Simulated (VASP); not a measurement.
# Re (P6_3/mmc) in VASP: single point with PBE

Aim: the single point of Re with PBE.

Everything below comes from runs of VASP 6.6.1. Logs are shortened: lines on timing, memory, paths and dates and some standing lists are left out, and cuts for length are marked.

## (1) The cell of the first run

The structure is hexagonal, space group P6_3/mmc (No. 194). Conventional cell: a = 2.770 Å, b = 2.770 Å, c = 4.508 Å, α = 90.00°, β = 90.00°, γ = 120.00°. Within 3.6 Å of Re (site symmetry -6m2) lie 12 Re at 2.76 to 2.77 Å.

## (2) Single point, PBE

INCAR reads:

```
  PREC = Accurate
  ENCUT = 600
  EDIFF = 1E-6
  ISMEAR = 0
  SIGMA = 0.05
  LREAL = F
  LASPH = T
  NELM = 120
  ALGO = Normal
  ISIF = 2
  LWAVE = F
  LCHARG = T
  GGA = PE
  LELF = T
  LVHAR = T
  NBANDS = 14
  GGA_COMPAT = F
```

KPOINTS reads:

```
Automatic mesh
0
Gamma
  8 8 4
```

POSCAR reads:

```
Re
1.0
    2.7700544369      0.0000000000      0.0000000000
   -1.3850272185      2.3989375123      0.0000000000
    0.0000000000      0.0000000000      4.5080351669
Re
2
Direct
    0.3333333333      0.6666666667      0.7500000000
    0.6666666667      0.3333333333      0.2500000000
```

Potentials or basis: VASP PAW PBE potentials, release 64 (Re).

The run is started by

```console
cat potpaw_PBE.64/Re/POTCAR > POTCAR
mpirun -np 1 vasp_std > vasp.out
```

OUTCAR:

```text
PREC = Accurate
   ENCUT = 600
   EDIFF = 1E-6
   ISMEAR = 0
   LREAL = F
   LASPH = T
   NELM = 120
   ISIF = 2
   GGA = PE

 ion  position               nearest neighbor table
   1  0.333  0.667  0.750-   2 2.76   2 2.76   2 2.76   2 2.76   2 2.76   2 2.76
   2  0.667  0.333  0.250-   1 2.76   1 2.76   1 2.76   1 2.76   1 2.76   1 2.76

  LATTYP: Found a hexagonal cell.
 ALAT       =     2.7700544369
 C/A-ratio  =     1.6274175362

  Lattice vectors:

 A1 = (   2.7700544369,   0.0000000000,   0.0000000000)
 A2 = (  -1.3850272185,   2.3989375123,   0.0000000000)
 A3 = (   0.0000000000,   0.0000000000,   4.5080351669)

Analysis of symmetry for initial positions (statically):
=====================================================================
 Subroutine PRICEL returns:
 Original cell was already a primitive cell.

 Routine SETGRP: Setting up the symmetry group for a
 hexagonal supercell.

 Subroutine GETGRP returns: Found 24 space group operations
 (whereof 12 operations were pure point group operations)
 out of a pool of 24 trial point group operations.

The static configuration has the point symmetry D_3d.
 The point group associated with its full space group is D_6h.

Analysis of symmetry for dynamics (positions and initial velocities):
=====================================================================
 Subroutine PRICEL returns:
 Original cell was already a primitive cell.

 Routine SETGRP: Setting up the symmetry group for a
 hexagonal supercell.

 Subroutine GETGRP returns: Found 24 space group operations
 (whereof 12 operations were pure point group operations)
 out of a pool of 24 trial point group operations.

The dynamic configuration has the point symmetry D_3d.
 The point group associated with its full space group is D_6h.

 Subroutine INISYM returns: Found 24 space group operations
 (whereof 12 operations are pure point group operations),
 and found     1 'primitive' translations

----------------------------------------------------------------------------------------

                                     Primitive cell

  volume of cell :      29.9567

  direct lattice vectors                    reciprocal lattice vectors
     2.770054437  0.000000000  0.000000000     0.361003736  0.208425604  0.000000000
    -1.385027219  2.398937512  0.000000000     0.000000000  0.416851208  0.000000000
     0.000000000  0.000000000  4.508035167     0.000000000  0.000000000  0.221826131

  length of vectors
     2.770054437  2.770054437  4.508035167     0.416851208  0.416851208  0.221826131

  position of ions in fractional coordinates (direct lattice)
     0.333333333  0.666666667  0.750000000
     0.666666667  0.333333333  0.250000000

  ion indices of the primitive-cell ions
   primitive index   ion index
                 1           1
                 2           2

----------------------------------------------------------------------------------------

 KPOINTS: Automatic mesh

Automatic generation of k-mesh.
 Grid dimensions read from file:
 generate k-points for:    8    8    4

 Generating k-lattice:

  Cartesian coordinates                     Fractional coordinates (reciprocal lattice)
     0.045125467  0.026053201  0.000000000     0.125000000  0.000000000  0.000000000
     0.000000000  0.052106401  0.000000000     0.000000000  0.125000000  0.000000000
     0.000000000  0.000000000  0.055456533     0.000000000  0.000000000  0.250000000

  Length of vectors
     0.052106401  0.052106401  0.055456533

  Shift w.r.t. Gamma in fractional coordinates (k-lattice)
     0.000000000  0.000000000  0.000000000

 Subroutine IBZKPT returns following result:
 ===========================================

 Found     30 irreducible k-points:

 Following reciprocal coordinates:
            Coordinates               Weight
  0.000000  0.000000  0.000000      1.000000
  0.125000 -0.000000  0.000000      6.000000
  0.250000 -0.000000  0.000000      6.000000
  0.375000 -0.000000  0.000000      6.000000
  0.500000 -0.000000  0.000000      3.000000
  0.125000  0.125000  0.000000      6.000000
[... 16 lines left out ...]
  0.250000 -0.000000  0.500000      6.000000
  0.375000 -0.000000  0.500000      6.000000
 [... further k-points ...]
   k-points           NKPTS =     30   k-points in BZ     NKDIM =     30   number of bands    NBANDS=     14
   number of dos      NEDOS =    301   number of ions     NIONS =      2
   total plane-waves  NPLWV =  20736
   dimension x,y,z NGX =    24 NGY =   24 NGZ =   36
   dimension x,y,z NGXF=    48 NGYF=   48 NGZF=   72
   ions per type =               2
   NGX,Y,Z   is equivalent  to a cutoff of  14.40, 14.40, 13.28 a.u.
   NGXF,Y,Z  is equivalent  to a cutoff of  28.81, 28.81, 26.55 a.u.
 SYSTEM =  unknown system
   PREC   = accura    normal or accurate (medium, high low for compatibility)
   ISTART =      0    job   : 0-new  1-cont  2-samecut
   ICHARG =      2    charge: 1-file 2-atom 10-const
   ISPIN  =      1    spin polarized calculation?
   LNONCOLLINEAR =      F non collinear calculations
   LSORBIT =      F    spin-orbit coupling
   LASPH  =      T    aspherical Exc in radial PAW
   ENCUT  =  600.0 eV  44.10 Ry    6.64 a.u.   5.53  5.53  9.00*2*pi/ulx,y,z
   NELM   =    120;   NELMIN=  2; NELMDL= -5     # of ELM steps
   EDIFF  = 0.1E-05   stopping-criterion for ELM
   LREAL  =      F    real-space projection
   EDIFFG = 0.1E-04   stopping-criterion for IOM
   NSW    =      0    number of steps for IOM
   IBRION =     -1    ionic relax: 0-MD 1-quasi-New 2-CG
   NFREE  =      0    steps in history (QN), initial steepest desc. (CG)
   ISIF   =      2    stress and relaxation
   ISYM   =      2    0-nonsym 1-usesym 2-fastsym
   POTIM  = 0.5000    time-step for ionic-motion
   TEBEG  =    0.0;   TEEND  =   0.0 temperature during run
   PSTRESS=    0.0 pullay stress
   NELECT =      14.0000    total number of electrons
   NUPDOWN=      -1.0000    fix difference up-down
   EMIN   =  10.00;   EMAX   =-10.00  energy-range for DOS
   EFERMI =   0.00;   METHOD = LEGACY
   ISMEAR =     0;   SIGMA  =   0.05  broadening in eV -4-tet -1-fermi 0-gaus
   EFERMI_NEDOS =   21; number of points for ismear=-14 and -15
   IALGO  =     38    algorithm
   IMIX   =      4    mixing-type and parameters
     AMIX     =   0.40;   BMIX     =  1.00
     AMIX_MAG =   1.60;   BMIX_MAG =  1.00
  volume/ion in A,a.u.               =      14.98       101.08
  Fermi-wavevector in a.u.,A,eV,Ry     =   1.270436  2.400775 21.959894  1.614007
  Thomas-Fermi vector in A             =   2.403423
   LORBIT       =      0    0 simple, 1 ext, 2 COOP (PROOUT), +10 PAW based schemes
   GGA     = PE    functional components
   LHFCALC =     F    Hartree Fock is set to
   AEXX    =    0.0000 exact exchange contribution
   IVDW    =     0    specifies the selected vdW correction
   LEPSILON=     F    determine dielectric tensor
   LRPA    =     F    only Hartree local field effects (RPA)
 non-spin polarized calculation
 Gauss-broadening in eV      SIGMA  =   0.05
  energy-cutoff  :      600.00
  volume of cell :       29.96
 maximum number of plane-waves:      1038
 NGX is ok and might be reduce to    24
   NGX = 11   NGY = 11   NGZ = 19

 number of electron      13.9999999 magnetization

 Free energy of the ion-electron system (eV)
  ---------------------------------------------------
  ext. energy  EPLUGINS =         0.00000000
  ---------------------------------------------------
  free energy    TOTEN  =       -24.83217668 eV

  energy without entropy =      -24.83015610  energy(sigma->0) =      -24.83116639

 E-fermi :   7.5972     XC(G=0): -13.6353

 val. band max:        7.5728430611   @ k =   0.3750  -0.0000   0.2500
 cond. band min:       7.5992621977   @ k =   0.1250   0.1250   0.0000
 fundamental gap:      0.0264191366
 Fermi energy:         7.5971706272

 k-point     1 :       0.0000    0.0000    0.0000
  band No.  band energies     occupation
      1      -2.0748      2.00000
      2       1.1640      2.00000
      3       6.0329      2.00000
      4       6.1449      2.00000
      5       6.1449      2.00000
      6       6.9352      2.00000
      7       6.9352      2.00000
      8       7.9101      0.00000
      9       7.9101      0.00000
     10       8.1613      0.00000
     11      10.9384      0.00000
     12      10.9384      0.00000
     13      17.3487      0.00000
     14      21.8414      0.00000

 k-point     2 :       0.1250   -0.0000    0.0000
  band No.  band energies     occupation
      1      -1.4601      2.00000
      2       1.7274      2.00000
      3       5.2469      2.00000
      4       6.4188      2.00000
      5       6.4636      2.00000
      6       6.7158      2.00000
      7       6.8691      2.00000
      8       7.4740      1.99951
      9       7.4798      1.99910
     10       7.6563      0.09444
     11      11.2058      0.00000
     12      12.9727      0.00000
     13      17.2616      0.00000
     14      23.1210      0.00000

 k-point     3 :       0.2500   -0.0000    0.0000
  band No.  band energies     occupation
      1       0.0845      2.00000
      2       2.5705      2.00000
      3       4.3697      2.00000
      4       4.7455      2.00000
      5       5.8813      2.00000
      6       6.6850      2.00000
      7       7.0087      2.00000
      8       8.1870      0.00000
      9       8.3148      0.00000
     10       8.9575      0.00000
     11      11.5955      0.00000
     12      15.9964      0.00000
     13      16.8091      0.00000
     14      22.5754      0.00000
[... 324 lines left out ...]
 k-point    23 :       0.2500   -0.0000    0.5000
  band No.  band energies     occupation
      1       1.7172      2.00000
      2       1.7172      2.00000
      3       4.1986      2.00000
      4       4.1986      2.00000
      5       5.8620      2.00000
      6       5.8620      2.00000
      7       7.5158      1.97871
      8       7.5158      1.97871
      9      10.0660      0.00000
     10      10.0660      0.00000
     11      10.7911      0.00000
     12      10.7911      0.00000
     13      22.2255      0.00000
     14      22.2255      0.00000

 k-point    24 :       0.3750   -0.0000    0.5000
  band No.  band energies     occupation
      1       1.6837      2.00000
      2       1.6837      2.00000
      3       3.8487      2.00000
      4       3.8487      2.00000
      5       7.4169      2.00000
      6       7.4169      2.00000
      7       8.0448      0.00000
      8       8.0448      0.00000
      9      11.0473      0.00000
     10      11.0473      0.00000
     11      11.4606      0.00000
     12      11.4606      0.00000
     13      19.9414      0.00000
     14      19.9414      0.00000

 [... further k-points ...]
[... 5 lines left out ...]
  --------------------------------------------------------------------------------------
  -------------------------------------------------------------------------------------
  Total       -0.0786202     -0.0786202     -0.1340068      0.0000000     -0.0000000     -0.0000000
  in kB       -4.2048457     -4.2048457     -7.1670895      0.0000000     -0.0000000     -0.0000000
  external PRESSURE =      -5.1922603 kB  Pullay stress =       0.0000000 kB

 VOLUME and BASIS-vectors are now :
 -----------------------------------------------------------------------------
  energy-cutoff  :      600.00
  volume of cell :       29.96
      direct lattice vectors                 reciprocal lattice vectors
     2.770054437  0.000000000  0.000000000     0.361003736  0.208425604  0.000000000
    -1.385027219  2.398937512  0.000000000     0.000000000  0.416851208  0.000000000
     0.000000000  0.000000000  4.508035167     0.000000000  0.000000000  0.221826131

 POSITION                                       TOTAL-FORCE (eV/Angst)
 -----------------------------------------------------------------------------------
     -0.00000      1.59929      3.38103         0.000000      0.000000      0.000000
      1.38503      0.79965      1.12701        -0.000000     -0.000000      0.000000
 -----------------------------------------------------------------------------------
    total drift:                               -0.000000      0.000000     -0.000000

  FREE ENERGIE OF THE ION-ELECTRON SYSTEM (eV)
  ---------------------------------------------------
  free  energy   TOTEN  =       -24.8321766779 eV

  energy  without entropy=      -24.8301561047  energy(sigma->0) =      -24.83116639
```

It took 21 s on 1 thread of AMD EPYC 7R43 (Zen 3), shared host; peak memory 0.12 GiB.

What came out:

```
Free energy            : -24.8322 eV
Pressure               : -0.5 GPa
Band gap on the k mesh : zero (band 7 reaches 8.71 eV, above the bottom of band 8 at 6.03 eV)
```

Caveat: spin-orbit coupling is left out, which moves the levels of the heavy elements.
